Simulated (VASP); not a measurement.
W:

```
CELL_PARAMETERS angstrom
0.00000 2.04344 2.04344
2.04344 0.00000 2.04344
2.04344 2.04344 0.00000
ATOMIC_POSITIONS crystal
W 0.00000 0.00000 0.00000
```

Base run:

| Property | Result |
| --- | --- |
| Program | VASP 6.6.1 |
| Functional | PBEsol |
| Potentials or basis | VASP PAW PBE potentials, release 64 (W_sv) |
| Cutoff | 520 eV |
| k mesh | 11 × 11 × 11 |
| Occupations | fermi-dirac, width 0.05 eV |
| Spin | no spin polarisation |

Its results: band gap on the k mesh zero (band 7 reaches 12.27 eV, above the bottom of band 8 at 9.28 eV); pressure -17.2 GPa.

Problem. The run is repeated on the same cell with these changes: functional from PBEsol to r2SCAN. What comes out?

Solution. Band gap on the k mesh zero (band 7 reaches 12.24 eV, above the bottom of band 8 at 9.27 eV); pressure -13.4 GPa.

Caveats: the PAW data sets were made with another functional, which shifts forces and pressure a little; spin-orbit coupling is left out, which moves the levels of the heavy elements.
